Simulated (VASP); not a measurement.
# SnTe in VASP: further runs

The runs below take SnTe through single point, with r2SCAN+D4.

Everything below comes from runs of VASP 6.6.1. Logs are shortened: lines on timing, memory, paths and dates and some standing lists are left out, and cuts for length are marked.

### Step 1. The cell of the first run

The structure is cubic, space group F-43m (No. 216). The conventional cell has a = 7.222 Å, b = 7.222 Å, c = 7.222 Å, α = 90.00°, β = 90.00°, γ = 90.00°. Sn (site symmetry -43m) has 4 Te at 3.13 Å within 4.1 Å. Te (site symmetry -43m) has 4 Sn at 3.13 Å within 4.1 Å.

### Step 2. Single point, r2SCAN+D4

File POSCAR:

```
SnTe
1.0
    0.0000000000      3.6111460000      3.6111460000
    3.6111460000      0.0000000000      3.6111460000
    3.6111460000      3.6111460000      0.0000000000
Sn Te
1 1
Direct
    0.0000000000      0.0000000000      0.0000000000
    0.7500000000      0.7500000000      0.7500000000
```

File INCAR.step1:

```
ALGO = Normal ; EDIFF = 1E-4
ENCUT = 520 ; GGA = PE
ISMEAR = -1 ; LASPH = T
LCHARG = F ; LREAL = F
LWAVE = T ; NBANDS = 17
NELM = 60 ; PREC = Accurate
SIGMA = 0.05
```

File INCAR.step2:

```
ALGO = Normal ; EDIFF = 1E-6
ENCUT = 520 ; ISIF = 2
ISMEAR = -1 ; ISTART = 1
IVDW = 13 ; LASPH = T
LCHARG = F ; LMIXTAU = T
LREAL = F ; LWAVE = F
METAGGA = R2SCAN ; NBANDS = 17
NELM = 60 ; PREC = Accurate
SIGMA = 0.05 ; VDW_A1 = 0.51559235
VDW_A2 = 5.77342911 ; VDW_S6 = 1.0
VDW_S8 = 0.6018749
```

File KPOINTS:

```
k-points
0
Gamma
  5 5 5
```

Potentials or basis: VASP PAW PBE potentials, release 64 (Sn_d, Te).

The run is started by

```
> cat potpaw_PBE.64/Sn_d/POTCAR potpaw_PBE.64/Te/POTCAR > POTCAR
> cp INCAR.step1 INCAR
> mpirun -np 1 vasp_std > vasp.out
> cp INCAR.step2 INCAR
> mpirun -np 1 vasp_std > vasp.out
```

OUTCAR:

```text
EDIFF = 1E-6
   ENCUT = 520
   ISIF = 2
   ISMEAR = -1
   ISTART = 1
   IVDW = 13
   LASPH = T
   LREAL = F
   METAGGA = R2SCAN
   NELM = 60
   PREC = Accurate

 ion  position               nearest neighbor table
   1  0.000  0.000  0.000-   2 3.13   2 3.13   2 3.13   2 3.13
   2  0.750  0.750  0.750-   1 3.13   1 3.13   1 3.13   1 3.13

  LATTYP: Found a face centered cubic cell.
 ALAT       =     7.2222920000

  Lattice vectors:

 A1 = (   0.0000000000,   3.6111460000,   3.6111460000)
 A2 = (   3.6111460000,   0.0000000000,   3.6111460000)
 A3 = (   3.6111460000,   3.6111460000,   0.0000000000)

Analysis of symmetry for initial positions (statically):
=====================================================================
 Subroutine PRICEL returns:
 Original cell was already a primitive cell.

 Routine SETGRP: Setting up the symmetry group for a
 face centered cubic supercell.

 Subroutine GETGRP returns: Found 24 space group operations
 (whereof 24 operations were pure point group operations)
 out of a pool of 48 trial point group operations.

The static configuration has the point symmetry T_d .

Analysis of symmetry for dynamics (positions and initial velocities):
=====================================================================
 Subroutine PRICEL returns:
 Original cell was already a primitive cell.

 Routine SETGRP: Setting up the symmetry group for a
 face centered cubic supercell.

 Subroutine GETGRP returns: Found 24 space group operations
 (whereof 24 operations were pure point group operations)
 out of a pool of 48 trial point group operations.

The dynamic configuration has the point symmetry T_d .

 Subroutine INISYM returns: Found 24 space group operations
 (whereof 24 operations are pure point group operations),
 and found     1 'primitive' translations

----------------------------------------------------------------------------------------

                                     Primitive cell

  volume of cell :      94.1814

  direct lattice vectors                    reciprocal lattice vectors
     0.000000000  3.611146000  3.611146000    -0.138460201  0.138460201  0.138460201
     3.611146000  0.000000000  3.611146000     0.138460201 -0.138460201  0.138460201
     3.611146000  3.611146000  0.000000000     0.138460201  0.138460201 -0.138460201

  length of vectors
     5.106931649  5.106931649  5.106931649     0.239820102  0.239820102  0.239820102

  position of ions in fractional coordinates (direct lattice)
     0.000000000  0.000000000  0.000000000
     0.750000000  0.750000000  0.750000000

  ion indices of the primitive-cell ions
   primitive index   ion index
                 1           1
                 2           2

----------------------------------------------------------------------------------------

 KPOINTS: k-points

Automatic generation of k-mesh.
 Grid dimensions read from file:
 generate k-points for:    5    5    5

 Generating k-lattice:

  Cartesian coordinates                     Fractional coordinates (reciprocal lattice)
    -0.027692040  0.027692040  0.027692040     0.200000000  0.000000000  0.000000000
     0.027692040 -0.027692040  0.027692040     0.000000000  0.200000000  0.000000000
     0.027692040  0.027692040 -0.027692040     0.000000000  0.000000000  0.200000000

  Length of vectors
     0.047964020  0.047964020  0.047964020

  Shift w.r.t. Gamma in fractional coordinates (k-lattice)
     0.000000000  0.000000000  0.000000000

 Subroutine IBZKPT returns following result:
 ===========================================

 Found     10 irreducible k-points:

 Following reciprocal coordinates:
            Coordinates               Weight
  0.000000  0.000000  0.000000      1.000000
  0.200000  0.000000  0.000000      8.000000
  0.400000  0.000000  0.000000      8.000000
  0.200000  0.200000  0.000000      6.000000
  0.400000  0.200000  0.000000     24.000000
 -0.400000  0.200000  0.000000     24.000000
 -0.200000  0.200000  0.000000     12.000000
  0.400000  0.400000  0.000000      6.000000
 -0.400000  0.400000  0.000000     12.000000
 -0.400000  0.400000  0.200000     24.000000
   k-points           NKPTS =     10   k-points in BZ     NKDIM =     10   number of bands    NBANDS=     17
   number of dos      NEDOS =    301   number of ions     NIONS =      2
   total plane-waves  NPLWV =  64000
   dimension x,y,z NGX =    40 NGY =   40 NGZ =   40
   dimension x,y,z NGXF=    80 NGYF=   80 NGZF=   80
   ions per type =               1   1
   NGX,Y,Z   is equivalent  to a cutoff of  13.02, 13.02, 13.02 a.u.
   NGXF,Y,Z  is equivalent  to a cutoff of  26.04, 26.04, 26.04 a.u.
 SYSTEM =  unknown system
   PREC   = accura    normal or accurate (medium, high low for compatibility)
   ISTART =      1    job   : 0-new  1-cont  2-samecut
   ICHARG =      0    charge: 1-file 2-atom 10-const
   ISPIN  =      1    spin polarized calculation?
   LNONCOLLINEAR =      F non collinear calculations
   LSORBIT =      F    spin-orbit coupling
   LASPH  =      T    aspherical Exc in radial PAW
   ENCUT  =  520.0 eV  38.22 Ry    6.18 a.u.   9.50  9.50  9.50*2*pi/ulx,y,z
   NELM   =     60;   NELMIN=  2; NELMDL=  0     # of ELM steps
   EDIFF  = 0.1E-05   stopping-criterion for ELM
   LREAL  =      F    real-space projection
   EDIFFG = 0.1E-04   stopping-criterion for IOM
   NSW    =      0    number of steps for IOM
   IBRION =     -1    ionic relax: 0-MD 1-quasi-New 2-CG
   NFREE  =      0    steps in history (QN), initial steepest desc. (CG)
   ISIF   =      2    stress and relaxation
   ISYM   =      2    0-nonsym 1-usesym 2-fastsym
   POTIM  = 0.5000    time-step for ionic-motion
   TEBEG  =    0.0;   TEEND  =   0.0 temperature during run
   PSTRESS=    0.0 pullay stress
   NELECT =      20.0000    total number of electrons
   NUPDOWN=      -1.0000    fix difference up-down
   EMIN   =  10.00;   EMAX   =-10.00  energy-range for DOS
   EFERMI =   0.00;   METHOD = LEGACY
   ISMEAR =    -1;   SIGMA  =   0.05  broadening in eV -4-tet -1-fermi 0-gaus
   EFERMI_NEDOS =   21; number of points for ismear=-14 and -15
   IALGO  =     38    algorithm
   IMIX   =      4    mixing-type and parameters
     AMIX     =   0.40;   BMIX     =  1.00
     AMIX_MAG =   1.60;   BMIX_MAG =  1.00
  volume/ion in A,a.u.               =      47.09       317.78
  Fermi-wavevector in a.u.,A,eV,Ry     =   0.976704  1.845704 12.979296  0.953951
  Thomas-Fermi vector in A             =   2.107344
   LORBIT       =      0    0 simple, 1 ext, 2 COOP (PROOUT), +10 PAW based schemes
   METAGGA = R2SCAN    functional components
   LHFCALC =     F    Hartree Fock is set to
   AEXX    =    0.0000 exact exchange contribution
   IVDW    =    13    specifies the selected vdW correction
   LEPSILON=     F    determine dielectric tensor
   LRPA    =     F    only Hartree local field effects (RPA)
 non-spin polarized calculation
  energy-cutoff  :      520.00
  volume of cell :       94.18
 maximum number of plane-waves:      2637
 NGX is ok and might be reduce to    40
   NGX = 19   NGY = 19   NGZ = 19

 number of electron      19.9999999 magnetization

 Free energy of the ion-electron system (eV)
  ---------------------------------------------------
  ext. energy  EPLUGINS =         0.00000000
  ---------------------------------------------------
  free energy    TOTEN  =       -50.06350140 eV

  energy without entropy =      -50.06266043  energy(sigma->0) =      -50.06308092

 E-fermi :   3.1065     XC(G=0):  -7.9534

 val. band max:        2.8265602747   @ k =  -0.4000   0.4000   0.2000
 cond. band min:       3.3164822669   @ k =   0.4000   0.4000   0.0000
 fundamental gap:      0.4899219922
 Fermi energy:         3.1064958199

 k-point     1 :       0.0000    0.0000    0.0000
  band No.  band energies     occupation
      1     -19.4603      2.00000
      2     -19.4603      2.00000
      3     -19.4603      2.00000
      4     -19.4473      2.00000
      5     -19.4473      2.00000
      6      -8.9723      2.00000
[... 9 lines left out ...]
     16       9.8762      0.00000
     17      11.0243      0.00000

 k-point     2 :       0.2000    0.0000    0.0000
  band No.  band energies     occupation
      1     -19.4608      2.00000
      2     -19.4597      2.00000
      3     -19.4597      2.00000
      4     -19.4472      2.00000
      5     -19.4472      2.00000
      6      -8.7980      2.00000
[... 9 lines left out ...]
     16       9.2658      0.00000
     17      10.4054      0.00000

 k-point     3 :       0.4000    0.0000    0.0000
  band No.  band energies     occupation
      1     -19.4616      2.00000
      2     -19.4589      2.00000
      3     -19.4589      2.00000
      4     -19.4471      2.00000
      5     -19.4471      2.00000
      6      -8.4561      2.00000
[... 9 lines left out ...]
     16       9.8390      0.00000
     17      10.3047      0.00000

 k-point     4 :       0.2000    0.2000    0.0000
  band No.  band energies     occupation
      1     -19.4616      2.00000
      2     -19.4592      2.00000
      3     -19.4592      2.00000
      4     -19.4476      2.00000
      5     -19.4470      2.00000
      6      -8.7372      2.00000
[... 9 lines left out ...]
     16      10.2836      0.00000
     17      11.8685      0.00000

 k-point     5 :       0.4000    0.2000    0.0000
  band No.  band energies     occupation
      1     -19.4624      2.00000
      2     -19.4584      2.00000
      3     -19.4583      2.00000
      4     -19.4476      2.00000
      5     -19.4468      2.00000
      6      -8.4349      2.00000
[... 9 lines left out ...]
     16      10.6399      0.00000
     17      11.3698      0.00000

 k-point     6 :      -0.4000    0.2000    0.0000
  band No.  band energies     occupation
      1     -19.4622      2.00000
      2     -19.4584      2.00000
      3     -19.4583      2.00000
      4     -19.4473      2.00000
      5     -19.4470      2.00000
      6      -8.2953      2.00000
[... 9 lines left out ...]
     16      10.1048      0.00000
     17      11.1513      0.00000

 k-point     7 :      -0.2000    0.2000    0.0000
  band No.  band energies     occupation
      1     -19.4615      2.00000
      2     -19.4591      2.00000
      3     -19.4588      2.00000
      4     -19.4473      2.00000
      5     -19.4471      2.00000
      6      -8.5563      2.00000
[... 9 lines left out ...]
     16       9.6409      0.00000
     17      11.7203      0.00000

 k-point     8 :       0.4000    0.4000    0.0000
  band No.  band energies     occupation
      1     -19.4638      2.00000
      2     -19.4574      2.00000
      3     -19.4574      2.00000
      4     -19.4480      2.00000
      5     -19.4464      2.00000
      6      -8.2512      2.00000
[... 9 lines left out ...]
     16      11.4452      0.00000
     17      12.1455      0.00000

 k-point     9 :      -0.4000    0.4000    0.0000
  band No.  band energies     occupation
      1     -19.4635      2.00000
      2     -19.4575      2.00000
      3     -19.4574      2.00000
      4     -19.4479      2.00000
      5     -19.4466      2.00000
      6      -8.1539      2.00000
[... 9 lines left out ...]
     16      10.3800      0.00000
     17      12.7706      0.00000

 k-point    10 :      -0.4000    0.4000    0.2000
  band No.  band energies     occupation
      1     -19.4628      2.00000
      2     -19.4583      2.00000
      3     -19.4574      2.00000
      4     -19.4476      2.00000
      5     -19.4468      2.00000
      6      -8.2113      2.00000
[... 9 lines left out ...]
     16      11.0036      0.00000
     17      12.0882      0.00000

------------------------ aborting loop because EDIFF is reached ----------------------------------------

  DFT-D4 for vdW energy calculation

  Edisp (eV):   -0.21946

  FORCE on cell =-STRESS in cart. coord.  units (eV):
  Direction    XX          YY          ZZ          XY          YZ          ZX
  --------------------------------------------------------------------------------------
  -------------------------------------------------------------------------------------
  Total      -0.54765    -0.54765    -0.54765     0.00000    -0.00000     0.00000
  in kB      -9.31637    -9.31637    -9.31637     0.00000    -0.00000     0.00000
  external pressure =       -9.32 kB  Pullay stress =        0.00 kB

 VOLUME and BASIS-vectors are now :
 -----------------------------------------------------------------------------
  energy-cutoff  :      520.00
  volume of cell :       94.18
      direct lattice vectors                 reciprocal lattice vectors
     0.000000000  3.611146000  3.611146000    -0.138460201  0.138460201  0.138460201
     3.611146000  0.000000000  3.611146000     0.138460201 -0.138460201  0.138460201
     3.611146000  3.611146000  0.000000000     0.138460201  0.138460201 -0.138460201

 POSITION                                       TOTAL-FORCE (eV/Angst)
 -----------------------------------------------------------------------------------
      0.00000      0.00000      0.00000         0.000000      0.000000      0.000000
      5.41672      5.41672      5.41672        -0.000000     -0.000000     -0.000000
 -----------------------------------------------------------------------------------
    total drift:                               -0.000002     -0.000002     -0.000002

  FREE ENERGIE OF THE ION-ELECTRON SYSTEM (eV)
  ---------------------------------------------------
  free  energy   TOTEN  =       -50.2829602963 eV

  energy  without entropy=      -50.2821193296  energy(sigma->0) =      -50.28253981
```

It took 48 s on 1 thread of Intel Xeon 6975P-C (Granite Rapids), shared host; peak memory 0.25 GiB.

What came out:

```yaml
Free_energy: -50.2830 eV
Pressure: -0.9 GPa
Band_gap_on_the_k_mesh: 0.49 eV, indirect (least direct gap 0.96 eV)
Dispersion_energy_per_atom: -0.110 eV
```

Levels at points of the mesh, in eV from the valence-band top:
| k point | band 8 | band 9 | band 10 | band 11 | band 12 | band 13 |
| --- | --- | --- | --- | --- | --- | --- |
| (0.00, 0.00, 0.00) | -1.87 | -1.87 | -1.87 | 1.34 | 1.34 | 1.34 |

Caveat: the PAW data sets were made with another functional, which shifts forces and pressure a little; spin-orbit coupling is left out, which moves the levels of the heavy elements. A k mesh can miss the band edges.

### Step 3. Single point, r2SCAN+D4

This run uses another cell than the first one, of 46.15 Å³/atom, 0.980 times its volume.

File POSCAR:

```
SnTe
1.0
    0.0000000000      3.6111460000      3.5389230800
    3.6111460000      0.0000000000      3.5389230800
    3.6111460000      3.6111460000      0.0000000000
Sn Te
1 1
Direct
    0.0000000000      0.0000000000      0.0000000000
    0.7500000000      0.7500000000      0.7500000000
```

File INCAR.step1:

```
SYSTEM = SnTe
PREC     = Accurate       ! precision mode
ENCUT    = 520            ! plane-wave cutoff, eV
ISMEAR   = -1             ! smearing method
SIGMA    = 0.05           ! smearing width, eV
LREAL    = .False.        ! projectors in reciprocal space
LASPH    = .True.         ! aspherical terms in the spheres
NELM     = 100            ! most SCF steps
NBANDS   = 17             ! bands
GGA      = PE             ! functional
ALGO     = Normal         ! electronic algorithm
EDIFF    = 1E-4           ! SCF threshold, eV
LWAVE    = .True.         ! write WAVECAR
LCHARG   = .False.        ! write CHGCAR
```

File INCAR.step2:

```
SYSTEM = SnTe
PREC     = Accurate       ! precision mode
ENCUT    = 520            ! plane-wave cutoff, eV
EDIFF    = 1E-6           ! SCF threshold, eV
ISMEAR   = -1             ! smearing method
SIGMA    = 0.05           ! smearing width, eV
LREAL    = .False.        ! projectors in reciprocal space
LASPH    = .True.         ! aspherical terms in the spheres
NELM     = 100            ! most SCF steps
ALGO     = Normal         ! electronic algorithm
ISIF     = 2              ! what is computed and relaxed
LWAVE    = .False.        ! write WAVECAR
LCHARG   = .False.        ! write CHGCAR
METAGGA  = R2SCAN         ! meta-GGA
LMIXTAU  = .True.       
IVDW     = 13             ! dispersion correction
VDW_S6   = 1.0          
VDW_S8   = 0.6018749    
VDW_A1   = 0.51559235   
VDW_A2   = 5.77342911   
NBANDS   = 17             ! bands
ISTART   = 1
```

File KPOINTS:

```
regular mesh
0
Gamma
  5 5 5
  0 0 0
```

Potentials or basis: VASP PAW PBE potentials, release 64 (Sn_d, Te).

The run is started by

```
> cat potpaw_PBE.64/Sn_d/POTCAR potpaw_PBE.64/Te/POTCAR > POTCAR
> cp INCAR.step1 INCAR
> mpirun -np 1 vasp_std > vasp.out
> cp INCAR.step2 INCAR
> mpirun -np 1 vasp_std > vasp.out
```

Run time: 64 s. Hardware: 1 thread of Intel Xeon 6975P-C (Granite Rapids), shared host; peak memory 0.25 GiB.

Results (log left out):

```
Free energy                : -50.2906 eV
Pressure                   : -0.4 GPa
Band gap on the k mesh     : 0.36 eV, indirect (least direct gap 0.93 eV)
Dispersion energy per atom : -0.112 eV
```

Levels at points of the mesh, in eV from the valence-band top:
| k point | band 8 | band 9 | band 10 | band 11 | band 12 | band 13 |
| --- | --- | --- | --- | --- | --- | --- |
| (0.00, 0.00, 0.00) | -2.01 | -2.01 | -1.93 | 1.22 | 1.28 | 1.28 |

Caveat: the PAW data sets were made with another functional, which shifts forces and pressure a little; spin-orbit coupling is left out, which moves the levels of the heavy elements.

[end of part 1 of 2]
